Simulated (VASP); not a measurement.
# BiMo (rocksalt type) (Fm-3m) in VASP: a series of runs

Aim: see how the results for BiMo (rocksalt type) move with the level of theory and the settings. Levels: PBEsol, PBE. Tasks: single point, relaxation of cell and atoms.

All numbers are computed with VASP 6.6.1; they aren't measurements. Logs are shortened: lines on timing, memory, paths and dates and some standing lists are left out, and cuts for length are marked.

### Step 1. The cell of the first run

It takes space group Fm-3m (No. 225, cubic). Conventional cell: a = 5.689 Å, b = 5.689 Å, c = 5.689 Å, α = 90.00°, β = 90.00°, γ = 90.00°. Within 3.7 Å of Mo (site symmetry m-3m) lie 6 Bi at 2.84 Å. Within 3.7 Å of Bi (site symmetry m-3m) lie 6 Mo at 2.84 Å.

### Step 2. Single point, PBEsol

INCAR

```
SYSTEM = BiMo
PREC = Accurate ; ENCUT = 520
EDIFF = 1E-6 ; ISMEAR = -1
SIGMA = 0.005 ; LREAL = .False.
LASPH = .True. ; NELM = 80
ALGO = Normal ; ISIF = 2
LWAVE = .False. ; LCHARG = .False.
GGA = PS ; NBANDS = 22
```

KPOINTS

```
regular mesh
0
Gamma
  15 15 15
  0 0 0
```

POSCAR

```
BiMo
1.0
    0.0000000000      2.8444813037      2.8444813037
    2.8444813037      0.0000000000      2.8444813037
    2.8444813037      2.8444813037      0.0000000000
Mo Bi
1 1
Direct
    0.0000000000      0.0000000000      0.0000000000
    0.5000000000      0.5000000000      0.5000000000
```

Potentials or basis: VASP PAW PBE potentials, release 64 (Mo_sv, Bi_d).

Command:

```
$ cat potpaw_PBE.64/Mo_sv/POTCAR potpaw_PBE.64/Bi_d/POTCAR > POTCAR
$ mpirun -np 1 vasp_std > vasp.out
```

OUTCAR:

```text
SYSTEM = BiMo
   PREC = Accurate
   ENCUT = 520
   EDIFF = 1E-6
   ISMEAR = -1
   LREAL = .False.
   LASPH = .True.
   NELM = 80
   ISIF = 2
   GGA = PS

 ion  position               nearest neighbor table
   1  0.000  0.000  0.000-   2 2.84   2 2.84   2 2.84   2 2.84   2 2.84   2 2.84
   2  0.500  0.500  0.500-   1 2.84   1 2.84   1 2.84   1 2.84   1 2.84   1 2.84

  LATTYP: Found a face centered cubic cell.
 ALAT       =     5.6889626074

  Lattice vectors:

 A1 = (   0.0000000000,   2.8444813037,   2.8444813037)
 A2 = (   2.8444813037,   0.0000000000,   2.8444813037)
 A3 = (   2.8444813037,   2.8444813037,   0.0000000000)

Analysis of symmetry for initial positions (statically):
=====================================================================
 Subroutine PRICEL returns:
 Original cell was already a primitive cell.

 Routine SETGRP: Setting up the symmetry group for a
 face centered cubic supercell.

 Subroutine GETGRP returns: Found 48 space group operations
 (whereof 48 operations were pure point group operations)
 out of a pool of 48 trial point group operations.

The static configuration has the point symmetry O_h .

Analysis of symmetry for dynamics (positions and initial velocities):
=====================================================================
 Subroutine PRICEL returns:
 Original cell was already a primitive cell.

 Routine SETGRP: Setting up the symmetry group for a
 face centered cubic supercell.

 Subroutine GETGRP returns: Found 48 space group operations
 (whereof 48 operations were pure point group operations)
 out of a pool of 48 trial point group operations.

The dynamic configuration has the point symmetry O_h .

 Subroutine INISYM returns: Found 48 space group operations
 (whereof 48 operations are pure point group operations),
 and found     1 'primitive' translations

----------------------------------------------------------------------------------------

                                     Primitive cell

  volume of cell :      46.0298

  direct lattice vectors                    reciprocal lattice vectors
     0.000000000  2.844481304  2.844481304    -0.175778972  0.175778972  0.175778972
     2.844481304  0.000000000  2.844481304     0.175778972 -0.175778972  0.175778972
     2.844481304  2.844481304  0.000000000     0.175778972  0.175778972 -0.175778972

  length of vectors
     4.022704038  4.022704038  4.022704038     0.304458111  0.304458111  0.304458111

  position of ions in fractional coordinates (direct lattice)
     0.000000000  0.000000000  0.000000000
     0.500000000  0.500000000  0.500000000

  ion indices of the primitive-cell ions
   primitive index   ion index
                 1           1
                 2           2

----------------------------------------------------------------------------------------

 KPOINTS: regular mesh

Automatic generation of k-mesh.
 Grid dimensions read from file:
 generate k-points for:   15   15   15

 Generating k-lattice:

  Cartesian coordinates                     Fractional coordinates (reciprocal lattice)
    -0.011718598  0.011718598  0.011718598     0.066666667  0.000000000  0.000000000
     0.011718598 -0.011718598  0.011718598     0.000000000  0.066666667  0.000000000
     0.011718598  0.011718598 -0.011718598     0.000000000  0.000000000  0.066666667

  Length of vectors
     0.020297207  0.020297207  0.020297207

  Shift w.r.t. Gamma in fractional coordinates (k-lattice)
     0.000000000  0.000000000  0.000000000

 Subroutine IBZKPT returns following result:
 ===========================================

 Found    120 irreducible k-points:

 Following reciprocal coordinates:
            Coordinates               Weight
  0.000000  0.000000  0.000000      1.000000
  0.066667  0.000000  0.000000      8.000000
  0.133333  0.000000  0.000000      8.000000
  0.200000  0.000000  0.000000      8.000000
  0.266667  0.000000  0.000000      8.000000
  0.333333  0.000000  0.000000      8.000000
[... 16 lines left out ...]
  0.133333  0.133333  0.000000      6.000000
  0.200000  0.133333  0.000000     24.000000
 [... further k-points ...]
   k-points           NKPTS =    120   k-points in BZ     NKDIM =    120   number of bands    NBANDS=     22
   number of dos      NEDOS =    301   number of ions     NIONS =      2
   total plane-waves  NPLWV =  27000
   dimension x,y,z NGX =    30 NGY =   30 NGZ =   30
   dimension x,y,z NGXF=    60 NGYF=   60 NGZF=   60
   ions per type =               1   1
   NGX,Y,Z   is equivalent  to a cutoff of  12.40, 12.40, 12.40 a.u.
   NGXF,Y,Z  is equivalent  to a cutoff of  24.80, 24.80, 24.80 a.u.
 SYSTEM =  BiMo
   PREC   = accura    normal or accurate (medium, high low for compatibility)
   ISTART =      0    job   : 0-new  1-cont  2-samecut
   ICHARG =      2    charge: 1-file 2-atom 10-const
   ISPIN  =      1    spin polarized calculation?
   LNONCOLLINEAR =      F non collinear calculations
   LSORBIT =      F    spin-orbit coupling
   LASPH  =      T    aspherical Exc in radial PAW
   ENCUT  =  520.0 eV  38.22 Ry    6.18 a.u.   7.48  7.48  7.48*2*pi/ulx,y,z
   NELM   =     80;   NELMIN=  2; NELMDL= -5     # of ELM steps
   EDIFF  = 0.1E-05   stopping-criterion for ELM
   LREAL  =      F    real-space projection
   EDIFFG = 0.1E-04   stopping-criterion for IOM
   NSW    =      0    number of steps for IOM
   IBRION =     -1    ionic relax: 0-MD 1-quasi-New 2-CG
   NFREE  =      0    steps in history (QN), initial steepest desc. (CG)
   ISIF   =      2    stress and relaxation
   ISYM   =      2    0-nonsym 1-usesym 2-fastsym
   POTIM  = 0.5000    time-step for ionic-motion
   TEBEG  =    0.0;   TEEND  =   0.0 temperature during run
   PSTRESS=    0.0 pullay stress
   NELECT =      29.0000    total number of electrons
   NUPDOWN=      -1.0000    fix difference up-down
   EMIN   =  10.00;   EMAX   =-10.00  energy-range for DOS
   EFERMI =   0.00;   METHOD = LEGACY
   ISMEAR =    -1;   SIGMA  =   0.01  broadening in eV -4-tet -1-fermi 0-gaus
   EFERMI_NEDOS =   21; number of points for ismear=-14 and -15
   IALGO  =     38    algorithm
   IMIX   =      4    mixing-type and parameters
     AMIX     =   0.40;   BMIX     =  1.00
     AMIX_MAG =   1.60;   BMIX_MAG =  1.00
  volume/ion in A,a.u.               =      23.01       155.31
  Fermi-wavevector in a.u.,A,eV,Ry     =   1.403442  2.652120 26.798701  1.969649
  Thomas-Fermi vector in A             =   2.526103
   LORBIT       =      0    0 simple, 1 ext, 2 COOP (PROOUT), +10 PAW based schemes
   GGA     = PS    functional components
   LHFCALC =     F    Hartree Fock is set to
   AEXX    =    0.0000 exact exchange contribution
   IVDW    =     0    specifies the selected vdW correction
   LEPSILON=     F    determine dielectric tensor
   LRPA    =     F    only Hartree local field effects (RPA)
 non-spin polarized calculation
  energy-cutoff  :      520.00
  volume of cell :       46.03
 maximum number of plane-waves:      1259
 NGX is ok and might be reduce to    30
   NGX = 15   NGY = 15   NGZ = 15

 number of electron      28.9999990 magnetization

 Free energy of the ion-electron system (eV)
  ---------------------------------------------------
  ext. energy  EPLUGINS =         0.00000000
  ---------------------------------------------------
  free energy    TOTEN  =       -13.58910016 eV

  energy without entropy =      -13.58840815  energy(sigma->0) =      -13.58875416

 E-fermi :   9.4521     XC(G=0): -11.5761

 val. band max:        9.4459589619   @ k =  -0.3333   0.3333   0.0667
 cond. band min:       9.4543832418   @ k =  -0.2667   0.2000   0.0667
 fundamental gap:      0.0084242798
 Fermi energy:         9.4521302593

 k-point     1 :       0.0000    0.0000    0.0000
  band No.  band energies     occupation
      1     -51.3309      2.00000
      2     -25.4785      2.00000
      3     -25.4785      2.00000
      4     -25.4785      2.00000
      5     -13.3419      2.00000
      6     -13.3419      2.00000
[... 14 lines left out ...]
     21      20.3644      0.00000
     22      20.3644      0.00000

 k-point     2 :       0.0667    0.0000    0.0000
  band No.  band energies     occupation
      1     -51.3308      2.00000
      2     -25.4804      2.00000
      3     -25.4791      2.00000
      4     -25.4791      2.00000
      5     -13.3395      2.00000
      6     -13.3395      2.00000
[... 14 lines left out ...]
     21      19.7760      0.00000
     22      20.0551      0.00000

 k-point     3 :       0.1333    0.0000    0.0000
  band No.  band energies     occupation
      1     -51.3305      2.00000
      2     -25.4858      2.00000
      3     -25.4807      2.00000
      4     -25.4807      2.00000
      5     -13.3328      2.00000
      6     -13.3328      2.00000
[... 14 lines left out ...]
     21      19.1746      0.00000
     22      19.4165      0.00000

 k-point     4 :       0.2000    0.0000    0.0000
  band No.  band energies     occupation
      1     -51.3301      2.00000
      2     -25.4938      2.00000
      3     -25.4831      2.00000
      4     -25.4831      2.00000
      5     -13.3230      2.00000
      6     -13.3230      2.00000
[... 14 lines left out ...]
     21      18.6660      0.00000
     22      18.6660      0.00000

 k-point     5 :       0.2667    0.0000    0.0000
  band No.  band energies     occupation
      1     -51.3297      2.00000
      2     -25.5029      2.00000
      3     -25.4859      2.00000
      4     -25.4859      2.00000
      5     -13.3120      2.00000
      6     -13.3120      2.00000
[... 417 lines left out ...]
 k-point    22 :      -0.0667    0.0667    0.0000
  band No.  band energies     occupation
      1     -51.3306      2.00000
      2     -25.4835      2.00000
      3     -25.4801      2.00000
      4     -25.4798      2.00000
      5     -13.3379      2.00000
      6     -13.3337      2.00000
[... 14 lines left out ...]
     21      19.1555      0.00000
     22      19.7363      0.00000

 k-point    23 :       0.1333    0.1333    0.0000
  band No.  band energies     occupation
      1     -51.3304      2.00000
      2     -25.4884      2.00000
      3     -25.4810      2.00000
      4     -25.4810      2.00000
      5     -13.3379      2.00000
      6     -13.3248      2.00000
[... 14 lines left out ...]
     21      18.0675      0.00000
     22      19.5014      0.00000

 k-point    24 :       0.2000    0.1333    0.0000
  band No.  band energies     occupation
      1     -51.3301      2.00000
      2     -25.4936      2.00000
      3     -25.4828      2.00000
      4     -25.4826      2.00000
      5     -13.3338      2.00000
      6     -13.3176      2.00000
[... 14 lines left out ...]
     21      17.3619      0.00000
     22      19.2927      0.00000

 [... further k-points ...]

------------------------ aborting loop because EDIFF is reached ----------------------------------------

  FORCE on cell =-STRESS in cart. coord.  units (eV):
  Direction    XX          YY          ZZ          XY          YZ          ZX
  --------------------------------------------------------------------------------------
  -------------------------------------------------------------------------------------
  Total       -1.3371614     -1.3371614     -1.3371614      0.0000000      0.0000000     -0.0000000
  in kB      -46.5430859    -46.5430859    -46.5430859      0.0000000      0.0000000     -0.0000000
  external PRESSURE =     -46.5430859 kB  Pullay stress =       0.0000000 kB

 VOLUME and BASIS-vectors are now :
 -----------------------------------------------------------------------------
  energy-cutoff  :      520.00
  volume of cell :       46.03
      direct lattice vectors                 reciprocal lattice vectors
     0.000000000  2.844481304  2.844481304    -0.175778972  0.175778972  0.175778972
     2.844481304  0.000000000  2.844481304     0.175778972 -0.175778972  0.175778972
     2.844481304  2.844481304  0.000000000     0.175778972  0.175778972 -0.175778972

 POSITION                                       TOTAL-FORCE (eV/Angst)
 -----------------------------------------------------------------------------------
      0.00000      0.00000      0.00000         0.000000      0.000000      0.000000
      2.84448      2.84448      2.84448        -0.000000     -0.000000     -0.000000
 -----------------------------------------------------------------------------------
    total drift:                                0.000000      0.000000      0.000000

  FREE ENERGIE OF THE ION-ELECTRON SYSTEM (eV)
  ---------------------------------------------------
  free  energy   TOTEN  =       -13.5891001642 eV

  energy  without entropy=      -13.5884081495  energy(sigma->0) =      -13.58875416
```

Wall time 48 s (1 thread of Intel Xeon 6975P-C (Granite Rapids), shared host); peak memory 0.25 GiB.

Results:

```
Free energy            : -13.5891 eV
Pressure               : -4.7 GPa
Band gap on the k mesh : zero (an odd number of electrons rules out a gap without spin polarisation)
```

Levels at points of the mesh, in eV from the Fermi level:
```csv
k point,band 12,band 13,band 14,band 15,band 16,band 17,band 18,band 19
"(0.00, 0.00, 0.00)",-1.08,-1.08,-0.59,-0.59,1.42,1.42,1.42,4.31
```

Caveat: the cell stands under tension; the PAW data sets were made with another functional, which shifts forces and pressure a little; spin-orbit coupling is left out, which moves the levels of the heavy elements.

### Step 3. Relaxation of cell and atoms, PBE

This run uses another cell than the first one, of 24.88 Å³/atom.

INCAR

```
PREC = Accurate
ENCUT = 600
EDIFF = 1E-6
ISMEAR = -1
SIGMA = 0.05
LREAL = False
LASPH = True
NELM = 80
ALGO = Normal
ISIF = 3
LWAVE = False
LCHARG = False
GGA = PE
IBRION = 2
NSW = 100
EDIFFG = -0.005
```

KPOINTS

```
regular mesh
0
Gamma
  12 12 12
```

POSCAR

```
BiMo
1.0
    0.0000000000      2.9191859941      2.9191859941
    2.9191859941      0.0000000000      2.9191859941
    2.9191859941      2.9191859941      0.0000000000
Mo Bi
1 1
Direct
    0.0000000000      0.0000000000      0.0000000000
    0.5000000000      0.5000000000      0.5000000000
```

Potentials or basis: VASP PAW PBE potentials, release 64 (Mo_sv, Bi_d).

Command:

```
$ cat potpaw_PBE.64/Mo_sv/POTCAR potpaw_PBE.64/Bi_d/POTCAR > POTCAR
$ mpirun -np 1 vasp_std > vasp.out
```

It took 1.9 min on 1 thread of Intel Xeon 6975P-C (Granite Rapids), shared host; peak memory 0.27 GiB.

It converged, with:

* Free energy: -12.3462 eV
* Relaxed volume: 23.03 Å³/atom
* Relaxed cell: a = 4.024 Å, b = 4.024 Å, c = 4.024 Å, α = 60.00°, β = 60.00°, γ = 60.00°
* Space group after relaxing (to 0.1 Å): Fm-3m (No. 225)
* Energy gained by relaxing: 41.3 meV/atom
* Ionic steps: 4
* Pressure after relaxing: 0.0 GPa
* Band gap on the k mesh: zero (an odd number of electrons rules out a gap without spin polarisation)

Step by step:
```csv
step,energy change (eV),largest force (eV/Å),pressure (GPa),volume (Å³)
1,0.0000,0.0000,-6.68,49.75
2,0.0146,0.0000,9.79,42.65
3,-0.0826,0.0000,-0.10,46.13
4,-0.0826,0.0000,0.02,46.06
```

Final structure:
```xyz
2
Lattice="0.0000 2.8451 2.8451 2.8451 0.0000 2.8451 2.8451 2.8451 0.0000" Properties=species:S:1:pos:R:3 pbc="T T T"
Mo    2.8451    0.0000    2.8451
Bi    2.8451    2.8451    2.8451
```

Levels at points of the mesh, in eV from the Fermi level:
```
           k point  band 11  band 12  band 13  band 14  band 15  band 16  band 17  band 18
(0.00, 0.00, 0.00)    -1.07    -1.07    -1.07    -0.58    -0.58     1.44     1.44     1.44
(0.50, 0.00, 0.00)    -5.82    -3.22    -3.22    -0.08    -0.08     0.51     3.68     6.03
(0.50, 0.50, 0.00)    -4.21    -2.18    -1.11    -1.11    -0.07     0.41     0.41     1.42
```

Caveat: spin-orbit coupling is left out, which moves the levels of the heavy elements.
